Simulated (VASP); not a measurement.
# Ba (Fm-3m) in VASP: a series of runs

The runs below take Ba through single point, with RPBE+D4, PBE, RPBE.

All numbers are computed with VASP 6.6.1; they aren't measurements. Logs are shortened: lines on timing, memory, paths and dates and some standing lists are left out, and cuts for length are marked.

### Step 1. The cell of the first run

The structure is cubic, space group Fm-3m (No. 225). The conventional cell has a = 6.333 Å, b = 6.333 Å, c = 6.333 Å, α = 90.00°, β = 90.00°, γ = 90.00°. Within 5.9 Å of Ba (site symmetry m-3m) lie 12 Ba at 4.48 Å.

### Step 2. Single point, RPBE+D4 (volume scaled by 0.94)

File INCAR:

```
ALGO = Fast
EDIFF = 1E-6
ENCUT = 520
GGA = RP
ISIF = 2
ISMEAR = 0
IVDW = 13
LASPH = True
LCHARG = False
LREAL = False
LWAVE = False
NBANDS = 11
NELM = 80
PREC = Accurate
SIGMA = 0.1
```

File KPOINTS:

```
k-points
0
Gamma
  7 7 7
```

File POSCAR:

```
Ba
1.0
    0.0000000000      3.1666737309      3.1666737309
    3.1666737309      0.0000000000      3.1666737309
    3.1666737309      3.1666737309      0.0000000000
Ba
1
Direct
    0.0000000000      0.0000000000      0.0000000000
```

Potentials or basis: VASP PAW PBE potentials, release 64 (Ba_sv).

Started as:

```sh
cat potpaw_PBE.64/Ba_sv/POTCAR > POTCAR
mpirun -np 1 vasp_std > vasp.out
```

OUTCAR:

```text
EDIFF = 1E-6
   ENCUT = 520
   GGA = RP
   ISIF = 2
   ISMEAR = 0
   IVDW = 13
   LASPH = True
   LREAL = False
   NELM = 80
   PREC = Accurate

 ion  position               nearest neighbor table
   1  0.000  0.000  0.000-

  LATTYP: Found a face centered cubic cell.
 ALAT       =     6.3333474618

  Lattice vectors:

 A1 = (   0.0000000000,   3.1666737309,   3.1666737309)
 A2 = (   3.1666737309,   0.0000000000,   3.1666737309)
 A3 = (   3.1666737309,   3.1666737309,   0.0000000000)

Analysis of symmetry for initial positions (statically):
=====================================================================
 Subroutine PRICEL returns:
 Original cell was already a primitive cell.

 Routine SETGRP: Setting up the symmetry group for a
 face centered cubic supercell.

 Subroutine GETGRP returns: Found 48 space group operations
[... 9 lines left out ...]

 Routine SETGRP: Setting up the symmetry group for a
 face centered cubic supercell.

 Subroutine GETGRP returns: Found 48 space group operations
[... 11 lines left out ...]
                                     Primitive cell

  volume of cell :      63.5097

  direct lattice vectors                    reciprocal lattice vectors
     0.000000000  3.166673731  3.166673731    -0.157894385  0.157894385  0.157894385
     3.166673731  0.000000000  3.166673731     0.157894385 -0.157894385  0.157894385
     3.166673731  3.166673731  0.000000000     0.157894385  0.157894385 -0.157894385

  length of vectors
     4.478352938  4.478352938  4.478352938     0.273481096  0.273481096  0.273481096

  position of ions in fractional coordinates (direct lattice)
     0.000000000  0.000000000  0.000000000

  ion indices of the primitive-cell ions
   primitive index   ion index
                 1           1

----------------------------------------------------------------------------------------

 KPOINTS: k-points

Automatic generation of k-mesh.
 Grid dimensions read from file:
 generate k-points for:    7    7    7

 Generating k-lattice:

  Cartesian coordinates                     Fractional coordinates (reciprocal lattice)
    -0.022556341  0.022556341  0.022556341     0.142857143  0.000000000  0.000000000
     0.022556341 -0.022556341  0.022556341     0.000000000  0.142857143  0.000000000
[... 53 lines left out ...]
   EDIFF  = 0.1E-05   stopping-criterion for ELM
   LREAL  =      F    real-space projection
   EDIFFG = 0.1E-04   stopping-criterion for IOM
   NSW    =      0    number of steps for IOM
   IBRION =     -1    ionic relax: 0-MD 1-quasi-New 2-CG
   NFREE  =      0    steps in history (QN), initial steepest desc. (CG)
   ISIF   =      2    stress and relaxation
   ISYM   =      2    0-nonsym 1-usesym 2-fastsym
   POTIM  = 0.5000    time-step for ionic-motion
   TEBEG  =    0.0;   TEEND  =   0.0 temperature during run
   PSTRESS=    0.0 pullay stress
   NELECT =      10.0000    total number of electrons
   NUPDOWN=      -1.0000    fix difference up-down
   EMIN   =  10.00;   EMAX   =-10.00  energy-range for DOS
   EFERMI =   0.00;   METHOD = LEGACY
   ISMEAR =     0;   SIGMA  =   0.10  broadening in eV -4-tet -1-fermi 0-gaus
   EFERMI_NEDOS =   21; number of points for ismear=-14 and -15
   IALGO  =     68    algorithm
   IMIX   =      4    mixing-type and parameters
     AMIX     =   0.40;   BMIX     =  1.00
     AMIX_MAG =   1.60;   BMIX_MAG =  1.00
  volume/ion in A,a.u.               =      63.51       428.58
  Fermi-wavevector in a.u.,A,eV,Ry     =   0.884019  1.670553 10.632807  0.781489
  Thomas-Fermi vector in A             =   2.004863
   LORBIT       =      0    0 simple, 1 ext, 2 COOP (PROOUT), +10 PAW based schemes
   GGA     = RP    functional components
   LHFCALC =     F    Hartree Fock is set to
   AEXX    =    0.0000 exact exchange contribution
   IVDW    =    13    specifies the selected vdW correction
   LEPSILON=     F    determine dielectric tensor
   LRPA    =     F    only Hartree local field effects (RPA)
 non-spin polarized calculation
 RMM-DIIS sequential band-by-band and
 Gauss-broadening in eV      SIGMA  =   0.10
  energy-cutoff  :      520.00
  volume of cell :       63.51
 maximum number of plane-waves:      1729
 NGX is ok and might be reduce to    36
   NGX = 17   NGY = 17   NGZ = 17

 number of electron      10.0000000 magnetization

 Free energy of the ion-electron system (eV)
  ---------------------------------------------------
  ext. energy  EPLUGINS =         0.00000000
  ---------------------------------------------------
  free energy    TOTEN  =        -1.65991385 eV

  energy without entropy =       -1.65280153  energy(sigma->0) =       -1.65635769

 E-fermi :   1.7340     XC(G=0):  -7.2745

 val. band max:        1.7115522472   @ k =  -0.2857   0.4286   0.1429
 cond. band min:       1.7520040853   @ k =  -0.4286   0.4286   0.0000
 fundamental gap:      0.0404518381
 Fermi energy:         1.7339760860

 k-point     1 :       0.0000    0.0000    0.0000
  band No.  band energies     occupation
      1     -27.1927      2.00000
      2     -12.1646      2.00000
      3     -12.1646      2.00000
      4     -12.1646      2.00000
      5      -1.0081      2.00000
      6       3.5512      0.00000
      7       3.5512      0.00000
      8       3.5512      0.00000
      9       5.0943      0.00000
     10       5.0943      0.00000
     11       7.7235      0.00000
[... 253 lines left out ...]
 k-point    20 :      -0.2857    0.4286    0.1429
  band No.  band energies     occupation
      1     -27.1428      2.00000
      2     -12.4700      2.00000
      3     -12.4437      2.00000
      4     -12.3059      2.00000
      5       1.7116      1.24885
      6       2.1408      0.00000
      7       2.6891      0.00000
      8       4.2314      0.00000
      9       6.1812      0.00000
     10       6.6155      0.00000
     11       7.9561      0.00000

------------------------ aborting loop because EDIFF is reached ----------------------------------------

  DFT-D4 for vdW energy calculation

  Edisp (eV):   -0.18276

  FORCE on cell =-STRESS in cart. coord.  units (eV):
  Direction    XX          YY          ZZ          XY          YZ          ZX
  --------------------------------------------------------------------------------------
  -------------------------------------------------------------------------------------
  Total      27.63114    27.63114    27.63114    -0.00000     0.00000    -0.00000
  in kB     697.05870   697.05870   697.05870    -0.00000     0.00000    -0.00000
  external pressure =      697.06 kB  Pullay stress =        0.00 kB

 VOLUME and BASIS-vectors are now :
 -----------------------------------------------------------------------------
  energy-cutoff  :      520.00
  volume of cell :       63.51
      direct lattice vectors                 reciprocal lattice vectors
     0.000000000  3.166673731  3.166673731    -0.157894385  0.157894385  0.157894385
     3.166673731  0.000000000  3.166673731     0.157894385 -0.157894385  0.157894385
     3.166673731  3.166673731  0.000000000     0.157894385  0.157894385 -0.157894385

 POSITION                                       TOTAL-FORCE (eV/Angst)
 -----------------------------------------------------------------------------------
      0.00000      0.00000      0.00000         0.000000      0.000000      0.000000
 -----------------------------------------------------------------------------------
    total drift:                               -0.000000      0.000000      0.000000

  FREE ENERGIE OF THE ION-ELECTRON SYSTEM (eV)
  ---------------------------------------------------
  free  energy   TOTEN  =        -1.8426731541 eV

  energy  without entropy=       -1.8355608315  energy(sigma->0) =       -1.83911699
```

OSZICAR:

```text
N       E                     dE             d eps       ncg     rms          rms(c)
DAV:   1     0.587519115310E+02    0.58752E+02   -0.43269E+03   440   0.753E+02
DAV:   2     0.135554183658E+01   -0.57396E+02   -0.55821E+02   523   0.139E+02
DAV:   3    -0.155569076454E+01   -0.29112E+01   -0.28740E+01   561   0.334E+01
DAV:   4    -0.165662548411E+01   -0.10093E+00   -0.10051E+00   567   0.526E+00
DAV:   5    -0.165944236406E+01   -0.28169E-02   -0.28165E-02   575   0.740E-01    0.159E+00
RMM:   6    -0.165925258346E+01    0.18978E-03   -0.33919E-03   462   0.589E-01    0.955E-01
RMM:   7    -0.165972230438E+01   -0.46972E-03   -0.86894E-03   498   0.111E+00    0.550E-02
RMM:   8    -0.165988477649E+01   -0.16247E-03   -0.69923E-04   566   0.182E-01    0.171E-02
RMM:   9    -0.165991042870E+01   -0.25652E-04   -0.15344E-04   638   0.711E-02    0.904E-03
RMM:  10    -0.165991326034E+01   -0.28316E-05   -0.23783E-05   623   0.313E-02    0.292E-03
RMM:  11    -0.165991385124E+01   -0.59090E-06   -0.42673E-06   517   0.948E-03
   1 F= -.18426732E+01 E0= -.18391170E+01  d E =-.711232E-02
```

stdout:

```text
POSCAR found type information on POSCAR Ba
 POSCAR found :  1 types and       1 ions
 scaLAPACK will be used
 -----------------------------------------------------------------------------
|                                                                             |
|                                                                             |
|     You enforced a specific xc type in the INCAR file but a different       |
|     I HOPE YOU KNOW WHAT YOU ARE DOING!                                     |
|                                                                             |
 -----------------------------------------------------------------------------

 LDA part: xc-table for (Slater+PW92), standard interpolation
 POSCAR, INCAR and KPOINTS ok, starting setup
 FFT: planning ... GRIDC
 FFT: planning ... GRID_SOFT
 FFT: planning ... GRID
 WAVECAR not read
 entering main loop
```

Run time: 23 s. Hardware: 1 thread of Intel Xeon 8259CL, shared host; peak memory 0.2 GiB.

Results:

| Property | Result |
| --- | --- |
| Free energy | -1.8427 eV |
| Pressure | 69.7 GPa |
| Band gap on the k mesh | zero (band 5 reaches 1.71 eV, above the bottom of band 6 at 1.67 eV) |
| Dispersion energy per atom | -0.183 eV |

Levels at points of the mesh, in eV from the Fermi level:
| k point | band 3 | band 4 | band 5 | band 6 | band 7 | band 8 |
| --- | --- | --- | --- | --- | --- | --- |
| (0.00, 0.00, 0.00) | -13.90 | -13.90 | -2.74 | 1.82 | 1.82 | 1.82 |

Caveat: the PAW data sets were made with another functional, which shifts forces and pressure a little; spin-orbit coupling is left out, which moves the levels of the heavy elements; pairwise dispersion overbinds metals, which lowers pressure and volume.

### Step 3. Single point, RPBE+D4 (volume scaled by 0.96)

File INCAR:

```
SYSTEM = Ba
PREC     = Accurate       ! precision mode
ENCUT    = 520            ! plane-wave cutoff, eV
EDIFF    = 1E-6           ! SCF threshold, eV
ISMEAR   = 0              ! smearing method
SIGMA    = 0.1            ! smearing width, eV
LREAL    = .FALSE.        ! projectors in reciprocal space
LASPH    = .TRUE.         ! aspherical terms in the spheres
NELM     = 100            ! most SCF steps
ALGO     = Normal         ! electronic algorithm
ISIF     = 2              ! what is computed and relaxed
LWAVE    = .FALSE.        ! write WAVECAR
LCHARG   = .FALSE.        ! write CHGCAR
GGA      = RP             ! functional
IVDW     = 13             ! dispersion correction
NBANDS   = 11             ! bands
```

File KPOINTS:

```
regular mesh
0
G
  7 7 7
  0 0 0
```

File POSCAR:

```
Ba
1.0
    0.0000000000      3.1889749849      3.1889749849
    3.1889749849      0.0000000000      3.1889749849
    3.1889749849      3.1889749849      0.0000000000
Ba
1
Direct
    0.0000000000      0.0000000000      0.0000000000
```

Potentials or basis: VASP PAW PBE potentials, release 64 (Ba_sv).

Started as:

```sh
cat potpaw_PBE.64/Ba_sv/POTCAR > POTCAR
mpirun -np 1 vasp_std > vasp.out
```

OUTCAR:

```text
SYSTEM = Ba
   PREC = Accurate
   ENCUT = 520
   EDIFF = 1E-6
   ISMEAR = 0
   LREAL = .FALSE.
   LASPH = .TRUE.
   NELM = 100
   ISIF = 2
   GGA = RP
   IVDW = 13

 ion  position               nearest neighbor table
   1  0.000  0.000  0.000-

  LATTYP: Found a face centered cubic cell.
 ALAT       =     6.3779499698

  Lattice vectors:

 A1 = (   0.0000000000,   3.1889749849,   3.1889749849)
 A2 = (   3.1889749849,   0.0000000000,   3.1889749849)
 A3 = (   3.1889749849,   3.1889749849,   0.0000000000)

Analysis of symmetry for initial positions (statically):
=====================================================================
 Subroutine PRICEL returns:
 Original cell was already a primitive cell.

 Routine SETGRP: Setting up the symmetry group for a
 face centered cubic supercell.

 Subroutine GETGRP returns: Found 48 space group operations
 (whereof 48 operations were pure point group operations)
 out of a pool of 48 trial point group operations.

The static configuration has the point symmetry O_h .

Analysis of symmetry for dynamics (positions and initial velocities):
=====================================================================
 Subroutine PRICEL returns:
 Original cell was already a primitive cell.

[... 162 lines left out ...]
      5      -1.0656      2.00000
      6       3.4611      0.00000
      7       3.4611      0.00000
      8       3.4611      0.00000
      9       4.9664      0.00000
     10       4.9664      0.00000
     11       7.6057      0.00000
[... 253 lines left out ...]
 k-point    20 :      -0.2857    0.4286    0.1429
  band No.  band energies     occupation
      1     -27.2538      2.00000
      2     -12.5665      2.00000
      3     -12.5419      2.00000
      4     -12.4136      2.00000
      5       1.6506      1.26318
      6       2.0604      0.00000
      7       2.5920      0.00000
      8       4.1174      0.00000
      9       6.0258      0.00000
     10       6.4375      0.00000
     11       7.7485      0.00000

------------------------ aborting loop because EDIFF is reached ----------------------------------------

  DFT-D4 for vdW energy calculation

  Edisp (eV):   -0.21680

  FORCE on cell =-STRESS in cart. coord.  units (eV):
  Direction    XX          YY          ZZ          XY          YZ          ZX
  --------------------------------------------------------------------------------------
  -------------------------------------------------------------------------------------
  Total       0.09035     0.09035     0.09035    -0.00000    -0.00000     0.00000
  in kB       2.23185     2.23185     2.23185    -0.00000    -0.00000     0.00000
  external pressure =        2.23 kB  Pullay stress =        0.00 kB

 VOLUME and BASIS-vectors are now :
 -----------------------------------------------------------------------------
  energy-cutoff  :      520.00
  volume of cell :       64.86
      direct lattice vectors                 reciprocal lattice vectors
     0.000000000  3.188974985  3.188974985    -0.156790192  0.156790192  0.156790192
     3.188974985  0.000000000  3.188974985     0.156790192 -0.156790192  0.156790192
     3.188974985  3.188974985  0.000000000     0.156790192  0.156790192 -0.156790192

 POSITION                                       TOTAL-FORCE (eV/Angst)
 -----------------------------------------------------------------------------------
      0.00000      0.00000      0.00000         0.000000      0.000000      0.000000
 -----------------------------------------------------------------------------------
    total drift:                               -0.000000      0.000000      0.000000

  FREE ENERGIE OF THE ION-ELECTRON SYSTEM (eV)
  ---------------------------------------------------
  free  energy   TOTEN  =        -1.8837355770 eV

  energy  without entropy=       -1.8767950235  energy(sigma->0) =       -1.88026530
```

OSZICAR:

```text
N       E                     dE             d eps       ncg     rms          rms(c)
DAV:   1     0.574157598308E+02    0.57416E+02   -0.42358E+03   440   0.744E+02
DAV:   2     0.116970829480E+01   -0.56246E+02   -0.54943E+02   545   0.135E+02
DAV:   3    -0.155950685218E+01   -0.27292E+01   -0.27109E+01   557   0.322E+01
DAV:   4    -0.166364445268E+01   -0.10414E+00   -0.10399E+00   594   0.563E+00
DAV:   5    -0.166581791058E+01   -0.21735E-02   -0.21734E-02   597   0.656E-01    0.155E+00
DAV:   6    -0.166605030870E+01   -0.23240E-03   -0.33493E-03   503   0.565E-01    0.928E-01
DAV:   7    -0.166681254681E+01   -0.76224E-03   -0.71314E-03   464   0.983E-01    0.505E-02
DAV:   8    -0.166693372112E+01   -0.12117E-03   -0.32218E-04   625   0.146E-01    0.304E-02
DAV:   9    -0.166693684620E+01   -0.31251E-05   -0.67503E-06   547   0.231E-02    0.584E-03
DAV:  10    -0.166693720626E+01   -0.36006E-06   -0.57829E-06   506   0.172E-02
   1 F= -.18837356E+01 E0= -.18802653E+01  d E =-.694055E-02
```

It took 17 s on 1 thread of Intel Xeon 8259CL, shared host; peak memory 0.2 GiB.

What came out:

```
Free energy                : -1.8837 eV
Pressure                   : 0.2 GPa
Band gap on the k mesh     : zero (band 5 reaches 1.65 eV, above the bottom of band 6 at 1.62 eV)
Dispersion energy per atom : -0.217 eV
```

Caveat: the PAW data sets were made with another functional, which shifts forces and pressure a little; spin-orbit coupling is left out, which moves the levels of the heavy elements; pairwise dispersion overbinds metals, which lowers pressure and volume.

[end of part 1 of 2]
